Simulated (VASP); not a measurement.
# CoO (Fm-3m) in VASP: a series of runs

CoO is run at these levels: RPBE+D4+U, BLYP+U; tasks: single point.

Program: VASP 6.6.1. These are calculated values, not measurements. Logs are shortened: lines on timing, memory, paths and dates and some standing lists are left out, and cuts for length are marked.

### Step 1. The cell of the first run

It takes space group Fm-3m (No. 225, cubic). The conventional cell has a = 4.292 Å, b = 4.292 Å, c = 4.292 Å, α = 90.00°, β = 90.00°, γ = 90.00°. Co (site symmetry m-3m) has 6 O at 2.15 Å within 2.8 Å. Within 2.8 Å of O (site symmetry m-3m) lie 6 Co at 2.15 Å.

### Step 2. Single point, RPBE+D4+U, collinear spin, ferromagnetic start (9.89 Å³/atom)

Input file INCAR:

```
ALGO     = Normal         # electronic algorithm
EDIFF    = 1E-6           # SCF threshold, eV
ENCUT    = 700            # plane-wave cutoff, eV
GGA      = RP             # functional
GGA_COMPAT= False        
ISIF     = 2              # what is computed and relaxed
ISMEAR   = 0              # smearing method
ISPIN    = 2              # spin polarisation
IVDW     = 13             # dispersion correction
LASPH    = True           # aspherical terms in the spheres
LCHARG   = False          # write CHGCAR
LDAU     = True           # DFT+U
LDAUJ    = 0 0          
LDAUL    = 2 -1           # shell
LDAUPRINT= 1            
LDAUTYPE = 2            
LDAUU    = 3.3 0          # U, eV
LMAXMIX  = 4              # l up to which the mixer works
LORBIT   = 11             # projections on sites
LREAL    = False          # projectors in reciprocal space
LWAVE    = False          # write WAVECAR
MAGMOM   = 2.88 0.24      # initial moments
NBANDS   = 22             # bands
NELM     = 200            # most SCF steps
PREC     = Accurate       # precision mode
SIGMA    = 0.05           # smearing width, eV
```

Input file KPOINTS:

```
k-points
0
Gamma
  10 10 10
```

Input file POSCAR:

```
CoO
1.0
    0.0000000000      2.1462294328      2.1462294328
    2.1462294328      0.0000000000      2.1462294328
    2.1462294328      2.1462294328      0.0000000000
Co O
1 1
Direct
    0.0000000000      0.0000000000      0.0000000000
    0.5000000000      0.5000000000      0.5000000000
```

Potentials or basis: VASP PAW PBE potentials, release 64 (Co_sv, O).

Launch:

```
$ cat potpaw_PBE.64/Co_sv/POTCAR potpaw_PBE.64/O/POTCAR > POTCAR
$ mpirun -np 1 vasp_std > vasp.out
```

OUTCAR:

```text
EDIFF = 1E-6
   ENCUT = 700
   GGA = RP
   ISIF = 2
   ISMEAR = 0
   ISPIN = 2
   IVDW = 13
   LASPH = True
   LORBIT = 11
   LREAL = False
   NELM = 200
   PREC = Accurate

 ion  position               nearest neighbor table
   1  0.000  0.000  0.000-   2 2.15   2 2.15   2 2.15   2 2.15   2 2.15   2 2.15
   2  0.500  0.500  0.500-   1 2.15   1 2.15   1 2.15   1 2.15   1 2.15   1 2.15

  LATTYP: Found a face centered cubic cell.
 ALAT       =     4.2924588656

  Lattice vectors:

 A1 = (   0.0000000000,   2.1462294328,   2.1462294328)
 A2 = (   2.1462294328,   0.0000000000,   2.1462294328)
 A3 = (   2.1462294328,   2.1462294328,   0.0000000000)

Analysis of symmetry for initial positions (statically):
=====================================================================
 Subroutine PRICEL returns:
 Original cell was already a primitive cell.

 Routine SETGRP: Setting up the symmetry group for a
 face centered cubic supercell.

 Subroutine GETGRP returns: Found 48 space group operations
 (whereof 48 operations were pure point group operations)
 out of a pool of 48 trial point group operations.

The static configuration has the point symmetry O_h .

Analysis of symmetry for dynamics (positions and initial velocities):
=====================================================================
 Subroutine PRICEL returns:
 Original cell was already a primitive cell.

 Routine SETGRP: Setting up the symmetry group for a
 face centered cubic supercell.

 Subroutine GETGRP returns: Found 48 space group operations
 (whereof 48 operations were pure point group operations)
 out of a pool of 48 trial point group operations.

The dynamic configuration has the point symmetry O_h .

Analysis of structural, dynamic, and magnetic symmetry:
=====================================================================
 Subroutine PRICEL returns:
 Original cell was already a primitive cell.

 Routine SETGRP: Setting up the symmetry group for a
 face centered cubic supercell.

 Subroutine GETGRP returns: Found 48 space group operations
 (whereof 48 operations were pure point group operations)
 out of a pool of 48 trial point group operations.

The overall configuration has the point symmetry O_h .

 Subroutine INISYM returns: Found 48 space group operations
 (whereof 48 operations are pure point group operations),
 and found     1 'primitive' translations

----------------------------------------------------------------------------------------

                                     Primitive cell

  volume of cell :      19.7724

  direct lattice vectors                    reciprocal lattice vectors
     0.000000000  2.146229433  2.146229433    -0.232966705  0.232966705  0.232966705
     2.146229433  0.000000000  2.146229433     0.232966705 -0.232966705  0.232966705
     2.146229433  2.146229433  0.000000000     0.232966705  0.232966705 -0.232966705

  length of vectors
     3.035226772  3.035226772  3.035226772     0.403510170  0.403510170  0.403510170

  position of ions in fractional coordinates (direct lattice)
     0.000000000  0.000000000  0.000000000
     0.500000000  0.500000000  0.500000000

  ion indices of the primitive-cell ions
   primitive index   ion index
                 1           1
                 2           2

----------------------------------------------------------------------------------------

 KPOINTS: k-points

Automatic generation of k-mesh.
 Grid dimensions read from file:
 generate k-points for:   10   10   10

 Generating k-lattice:

[... 63 lines left out ...]
   EDIFFG = 0.1E-04   stopping-criterion for IOM
   NSW    =      0    number of steps for IOM
   IBRION =     -1    ionic relax: 0-MD 1-quasi-New 2-CG
   NFREE  =      0    steps in history (QN), initial steepest desc. (CG)
   ISIF   =      2    stress and relaxation
   ISYM   =      2    0-nonsym 1-usesym 2-fastsym
   POTIM  = 0.5000    time-step for ionic-motion
   TEBEG  =    0.0;   TEEND  =   0.0 temperature during run
   PSTRESS=    0.0 pullay stress
   NELECT =      23.0000    total number of electrons
   NUPDOWN=      -1.0000    fix difference up-down
   EMIN   =  10.00;   EMAX   =-10.00  energy-range for DOS
   EFERMI =   0.00;   METHOD = LEGACY
   ISMEAR =     0;   SIGMA  =   0.05  broadening in eV -4-tet -1-fermi 0-gaus
   EFERMI_NEDOS =   21; number of points for ismear=-14 and -15
   IALGO  =     38    algorithm
   IMIX   =      4    mixing-type and parameters
     AMIX     =   0.40;   BMIX     =  1.00
     AMIX_MAG =   1.60;   BMIX_MAG =  1.00
  volume/ion in A,a.u.               =       9.89        66.72
  Fermi-wavevector in a.u.,A,eV,Ry     =   1.721728  3.253595 40.332410  2.964349
  Thomas-Fermi vector in A             =   2.797926
   LORBIT       =     11    0 simple, 1 ext, 2 COOP (PROOUT), +10 PAW based schemes
 LDA+U is selected, type is set to LDAUTYPE =  2
   angular momentum for each species LDAUL =     2   -1
   U (eV)           for each species LDAUU =   3.3  0.0
   J (eV)           for each species LDAUJ =   0.0  0.0
   GGA     = RP    functional components
   LHFCALC =     F    Hartree Fock is set to
   AEXX    =    0.0000 exact exchange contribution
   IVDW    =    13    specifies the selected vdW correction
   LEPSILON=     F    determine dielectric tensor
   LRPA    =     F    only Hartree local field effects (RPA)
 spin polarized calculation
 Gauss-broadening in eV      SIGMA  =   0.05
  energy-cutoff  :      700.00
  volume of cell :       19.77
 maximum number of plane-waves:       869
 NGX is ok and might be reduce to    28
   NGX = 13   NGY = 13   NGZ = 13

atom =   1  type =  1  l = 2

 onsite density matrix

spin component  1

  0.9256 -0.0000 -0.0000  0.0000 -0.0000
 -0.0000  0.9256 -0.0000 -0.0000  0.0000
 -0.0000 -0.0000  0.9547  0.0000  0.0000
  0.0000 -0.0000  0.0000  0.9256 -0.0000
 -0.0000  0.0000  0.0000 -0.0000  0.9547

spin component  2

  0.6065  0.0000 -0.0000  0.0000 -0.0000
  0.0000  0.6065 -0.0000  0.0000 -0.0000
 -0.0000 -0.0000  0.0937  0.0000  0.0000
  0.0000  0.0000  0.0000  0.6065  0.0000
 -0.0000 -0.0000  0.0000  0.0000  0.0937

 occupancies and eigenvectors

  o =  0.0937  v =  0.0000  0.0000  0.0000  0.0000  0.0000  0.0000 -0.0000  1.0000  0.0000  0.0008      0.0000  0.0000  0.0000  0.0000  0.0000  0.0000  0.0000  0.0000  0.0000  0.0000
  o =  0.0937  v =  0.0000  0.0000  0.0000  0.0000  0.0000  0.0000 -0.0000  0.0008  0.0000 -1.0000      0.0000  0.0000  0.0000  0.0000  0.0000  0.0000  0.0000  0.0000  0.0000  0.0000
  o =  0.6065  v =  0.0000  0.0000  0.0000  0.0000  0.0000  0.0000 -0.9998  0.0000 -0.0174  0.0000      0.0000  0.0000  0.0000  0.0000  0.0000  0.0000  0.0000  0.0000  0.0000  0.0000
  o =  0.6065  v =  0.0000  0.0000  0.0000  0.0000  0.0000  0.0000  0.0174 -0.0000 -0.9998  0.0000      0.0000  0.0000  0.0000  0.0000  0.0000  0.0000  0.0000  0.0000  0.0000  0.0000
  o =  0.6065  v =  0.0000  0.0000  0.0000  0.0000  0.0000  1.0000  0.0000  0.0000  0.0000  0.0000      0.0000  0.0000  0.0000  0.0000  0.0000  0.0000  0.0000  0.0000  0.0000  0.0000
  o =  0.9256  v =  1.0000  0.0000  0.0000  0.0000  0.0000  0.0000  0.0000  0.0000  0.0000  0.0000      0.0000  0.0000  0.0000  0.0000  0.0000  0.0000  0.0000  0.0000  0.0000  0.0000
  o =  0.9256  v =  0.0000  0.4262  0.0000  0.9046 -0.0000  0.0000  0.0000  0.0000  0.0000  0.0000      0.0000  0.0000  0.0000  0.0000  0.0000  0.0000  0.0000  0.0000  0.0000  0.0000
  o =  0.9256  v =  0.0000 -0.9046 -0.0000  0.4262  0.0000  0.0000  0.0000  0.0000  0.0000  0.0000      0.0000  0.0000  0.0000  0.0000  0.0000  0.0000  0.0000  0.0000  0.0000  0.0000
  o =  0.9547  v =  0.0000 -0.0000  0.0085 -0.0000 -1.0000  0.0000  0.0000  0.0000  0.0000  0.0000      0.0000  0.0000  0.0000  0.0000  0.0000  0.0000  0.0000  0.0000  0.0000  0.0000
  o =  0.9547  v =  0.0000 -0.0000  1.0000  0.0000  0.0085  0.0000  0.0000  0.0000  0.0000  0.0000      0.0000  0.0000  0.0000  0.0000  0.0000  0.0000  0.0000  0.0000  0.0000  0.0000

 number of electron      23.0000019 magnetization       2.9998294

 Free energy of the ion-electron system (eV)
  ---------------------------------------------------
  ext. energy  EPLUGINS =         0.00000000
  ---------------------------------------------------
  free energy    TOTEN  =       -10.23473881 eV

  energy without entropy =      -10.22872093  energy(sigma->0) =      -10.23172987

 E-fermi :   8.4368     XC(G=0): -12.3293

 val. band max:        8.4202765313   @ k =   0.4000   0.2000   0.1000
 cond. band min:       8.4450688075   @ k =   0.4000   0.1000   0.0000
 fundamental gap:      0.0247922762
 Fermi energy:         8.4367860293

 spin component 1

 k-point     1 :       0.0000    0.0000    0.0000
  band No.  band energies     occupation
      1     -88.4914      1.00000
      2     -51.6717      1.00000
      3     -51.6717      1.00000
      4     -51.6717      1.00000
      5     -11.1802      1.00000
      6       3.8723      1.00000
[... 1193 lines left out ...]
     21      38.3675      0.00000
     22      39.6018      0.00000

 [... further k-points ...]

------------------------ aborting loop because EDIFF is reached ----------------------------------------

  DFT-D4 for vdW energy calculation

  Edisp (eV):   -1.16584

  FORCE on cell =-STRESS in cart. coord.  units (eV):
  Direction    XX          YY          ZZ          XY          YZ          ZX
  --------------------------------------------------------------------------------------
  -------------------------------------------------------------------------------------
  Total      -0.66169    -0.66169    -0.66169     0.00000     0.00000     0.00000
  in kB     -53.61776   -53.61776   -53.61776     0.00000     0.00000     0.00000
  external pressure =      -53.62 kB  Pullay stress =        0.00 kB

 VOLUME and BASIS-vectors are now :
 -----------------------------------------------------------------------------
  energy-cutoff  :      700.00
  volume of cell :       19.77
      direct lattice vectors                 reciprocal lattice vectors
     0.000000000  2.146229433  2.146229433    -0.232966705  0.232966705  0.232966705
     2.146229433  0.000000000  2.146229433     0.232966705 -0.232966705  0.232966705
     2.146229433  2.146229433  0.000000000     0.232966705  0.232966705 -0.232966705

 POSITION                                       TOTAL-FORCE (eV/Angst)
 -----------------------------------------------------------------------------------
      0.00000      0.00000      0.00000         0.000000      0.000000      0.000000
      2.14623      2.14623      2.14623        -0.000000     -0.000000     -0.000000
 -----------------------------------------------------------------------------------
    total drift:                                0.000000      0.000000      0.000000

  FREE ENERGIE OF THE ION-ELECTRON SYSTEM (eV)
  ---------------------------------------------------
  free  energy   TOTEN  =       -11.4005787631 eV

  energy  without entropy=      -11.3945608848  energy(sigma->0) =      -11.39756982

 total charge

# of ion       s       p       d       tot
------------------------------------------
    1        2.139   6.064   6.668  14.871
    2        1.553   3.456   0.000   5.009
--------------------------------------------------
tot          3.692   9.520   6.668  19.880

 magnetization (x)

# of ion       s       p       d       tot
------------------------------------------
    1        0.014   0.010   2.675   2.698
    2        0.024   0.223   0.000   0.247
--------------------------------------------------
tot          0.038   0.233   2.675   2.946
```

Run time: 38 s. Hardware: 1 thread of Intel Xeon 6975P-C (Granite Rapids), shared host; peak memory 0.2 GiB.

Results:

```yaml
Free_energy: -11.4006 eV
Pressure: -5.4 GPa
Band_gap_on_the_k_mesh: zero (filled and empty bands overlap)
Net_moment: 3.00 μB per cell
Site_moments: Co +2.70; O +0.25 μB
Valence_electrons_inside_the_program's_atomic_spheres: Co 14.87; O 5.01
Dispersion_energy_per_atom: -0.583 eV
```

Levels at points of the mesh, in eV from the Fermi level:
Spin up:
| k point | band 9 | band 10 | band 11 | band 12 | band 13 | band 14 | band 15 | band 16 | band 17 | band 18 |
| --- | --- | --- | --- | --- | --- | --- | --- | --- | --- | --- |
| (0.00, 0.00, 0.00) | -4.13 | -4.13 | -2.55 | -2.55 | -2.55 | 1.26 | 17.14 | 17.86 | 17.86 | 17.86 |
| (0.50, 0.00, 0.00) | -3.55 | -3.55 | -2.71 | -0.32 | -0.32 | 5.39 | 9.56 | 13.63 | 13.63 | 20.24 |
| (0.50, 0.50, 0.00) | -3.76 | -3.75 | -3.75 | -3.28 | -3.28 | 6.04 | 10.16 | 11.48 | 15.91 | 15.91 |
Spin down:
| k point | band 8 | band 9 | band 10 | band 11 | band 12 | band 13 |
| --- | --- | --- | --- | --- | --- | --- |
| (0.00, 0.00, 0.00) | -2.08 | -1.08 | -1.08 | -1.08 | 1.72 | 1.80 |
| (0.50, 0.00, 0.00) | -3.84 | -0.09 | -0.09 | 0.18 | 4.12 | 4.12 |
| (0.50, 0.50, 0.00) | -3.32 | -2.12 | 0.06 | 0.06 | 2.31 | 2.66 |

Eigenvalues of the final occupation matrices:
| site | spin | trace | eigenvalues |
| --- | --- | --- | --- |
| site 1 d | 1 | 4.69 | 0.93 0.93 0.93 0.95 0.95 |
| site 1 d | 2 | 2.01 | 0.09 0.09 0.61 0.61 0.61 |

Caveat: the cell stands under tension; the PAW data sets were made with another functional, which shifts forces and pressure a little; a cell with one magnetic atom can't hold antiferromagnetic order, which such compounds often take.

### Step 3. Single point, RPBE+D4+U, collinear spin, ferromagnetic start (10.29 Å³/atom)

This run uses another cell than the first one, of 10.29 Å³/atom.

Input file INCAR:

```
SYSTEM = CoO
  ALGO = Normal
  EDIFF = 1E-6
  ENCUT = 700
  GGA = RP
  GGA_COMPAT = .FALSE.
  ISIF = 2
  ISMEAR = 0
  ISPIN = 2
  IVDW = 13
  LASPH = .TRUE.
  LCHARG = .FALSE.
  LDAU = .TRUE.
  LDAUJ = 0 0
  LDAUL = 2 -1
  LDAUPRINT = 1
  LDAUTYPE = 2
  LDAUU = 3.3 0
  LMAXMIX = 4
  LORBIT = 11
  LREAL = .FALSE.
  LWAVE = .FALSE.
  MAGMOM = 2.89 0.23
  NBANDS = 22
  NELM = 200
  PREC = Accurate
  SIGMA = 0.05
```

Input file KPOINTS:

```
k-points
0
G
  10 10 10
  0 0 0
```

Input file POSCAR:

```
CoO
1.0
    0.0000000000      2.1750413196      2.1750413196
    2.1750413196      0.0000000000      2.1750413196
    2.1750413196      2.1750413196      0.0000000000
Co O
1 1
Direct
    0.0000000000      0.0000000000      0.0000000000
    0.5000000000      0.5000000000      0.5000000000
```

Potentials or basis: VASP PAW PBE potentials, release 64 (Co_sv, O).

Launch:

```
$ cat potpaw_PBE.64/Co_sv/POTCAR potpaw_PBE.64/O/POTCAR > POTCAR
$ mpirun -np 1 vasp_std > vasp.out
```

It took 42 s on 1 thread of Intel Xeon 6975P-C (Granite Rapids), shared host; peak memory 0.2 GiB.

Results (log left out):

| Property | Result |
| --- | --- |
| Free energy | -11.3623 eV |
| Pressure | -11.3 GPa |
| Band gap on the k mesh | zero (filled and empty bands overlap) |
| Net moment | 3.00 μB per cell |
| Site moments | Co +2.70; O +0.24 μB |
| Valence electrons inside the program's atomic spheres | Co 14.85; O 4.99 |
| Dispersion energy per atom | -0.567 eV |

Levels at points of the mesh, in eV from the Fermi level:
Spin up:
```
           k point  band 9  band 10  band 11  band 12  band 13  band 14  band 15  band 16  band 17  band 18
(0.00, 0.00, 0.00)   -4.06    -4.06    -2.38    -2.38    -2.38     1.07    17.02    17.60    17.60    17.60
(0.50, 0.00, 0.00)   -3.53    -3.53    -2.71    -0.37    -0.37     5.32     9.21    13.38    13.38    19.76
(0.50, 0.50, 0.00)   -3.80    -3.54    -3.54    -3.28    -3.28     5.79     9.93    11.35    15.48    15.48
```
Spin down:
```csv
k point,band 8,band 9,band 10,band 11,band 12,band 13
"(0.00, 0.00, 0.00)",-1.93,-1.01,-1.01,-1.01,1.53,1.87
"(0.50, 0.00, 0.00)",-3.59,-0.08,-0.08,0.17,4.04,4.04
"(0.50, 0.50, 0.00)",-3.12,-1.97,0.05,0.05,2.34,2.63
```

Eigenvalues of the final occupation matrices:
```tsv
site	spin	trace	eigenvalues
site 1 d	1	4.68	0.93 0.93 0.93 0.95 0.95
site 1 d	2	2.00	0.09 0.09 0.61 0.61 0.61
```

Caveat: the cell stands under tension; the PAW data sets were made with another functional, which shifts forces and pressure a little; a cell with one magnetic atom can't hold antiferromagnetic order, which such compounds often take.

### Step 4. Single point, RPBE+D4+U, collinear spin, ferromagnetic start (10.09 Å³/atom)

This run uses another cell than the first one, of 10.09 Å³/atom.

Input file INCAR:

```
PREC = Accurate ; ENCUT = 700
EDIFF = 1E-6 ; ISMEAR = 0
SIGMA = 0.05 ; LREAL = F
LASPH = T ; NELM = 200
ALGO = Normal ; ISIF = 2
LWAVE = F ; LCHARG = F
ISPIN = 2 ; MAGMOM = 2.89 0.24
LORBIT = 11 ; LMAXMIX = 4
LDAU = T ; LDAUTYPE = 2
LDAUL = 2 -1 ; LDAUU = 3.3 0
LDAUJ = 0 0 ; LDAUPRINT = 1
GGA = RP ; IVDW = 13
NBANDS = 22 ; GGA_COMPAT = F
```

Input file KPOINTS:

```
regular mesh
0
Gamma
  10 10 10
```

Input file POSCAR:

```
CoO
1.0
    0.0000000000      2.1607314229      2.1607314229
    2.1607314229      0.0000000000      2.1607314229
    2.1607314229      2.1607314229      0.0000000000
Co O
1 1
Direct
    0.0000000000      0.0000000000      0.0000000000
    0.5000000000      0.5000000000      0.5000000000
```

Launch:

```
$ cat potpaw_PBE.64/Co_sv/POTCAR potpaw_PBE.64/O/POTCAR > POTCAR
$ mpirun -np 1 vasp_std > vasp.out
```

Wall time 71 s (1 thread of Intel Xeon Platinum 8488C (Sapphire Rapids), shared host); peak memory 0.2 GiB.

It converged, with:

| Property | Result |
| --- | --- |
| Free energy | -11.3852 eV |
| Pressure | -8.5 GPa |
| Band gap on the k mesh | zero (filled and empty bands overlap) |
| Net moment | 3.00 μB per cell |
| Site moments | Co +2.70; O +0.24 μB |
| Valence electrons inside the program's atomic spheres | Co 14.86; O 5.00 |
| Dispersion energy per atom | -0.575 eV |

Levels at points of the mesh, in eV from the Fermi level:
Spin up:
```tsv
k point	band 9	band 10	band 11	band 12	band 13	band 14	band 15	band 16	band 17	band 18
(0.00, 0.00, 0.00)	-4.09	-4.09	-2.46	-2.46	-2.46	1.16	17.08	17.73	17.73	17.73
(0.50, 0.00, 0.00)	-3.54	-3.54	-2.71	-0.34	-0.34	5.36	9.38	13.50	13.50	20.00
(0.50, 0.50, 0.00)	-3.78	-3.64	-3.64	-3.28	-3.28	5.91	10.04	11.41	15.69	15.69
```
Spin down:
```tsv
k point	band 6	band 7	band 8	band 9	band 10	band 11	band 12	band 13	band 14	band 15
(0.00, 0.00, 0.00)	-2.00	-2.00	-2.00	-1.04	-1.04	-1.04	1.62	1.84	1.84	16.79
(0.50, 0.00, 0.00)	-6.90	-3.71	-3.71	-0.09	-0.09	0.18	4.08	4.08	5.52	10.13
(0.50, 0.50, 0.00)	-5.72	-3.22	-3.22	-2.04	0.06	0.06	2.33	2.64	6.83	10.38
```

Eigenvalues of the final occupation matrices:
```
    site  spin  trace               eigenvalues
site 1 d     1   4.68  0.93 0.93 0.93 0.95 0.95
site 1 d     2   2.00  0.09 0.09 0.61 0.61 0.61
```

Caveat: the cell stands under tension; the PAW data sets were made with another functional, which shifts forces and pressure a little; a cell with one magnetic atom can't hold antiferromagnetic order, which such compounds often take.

(Part 1 of 2 ends here.)

The gap in the log of VASP goes by the Fermi energy; the results here count the filled bands.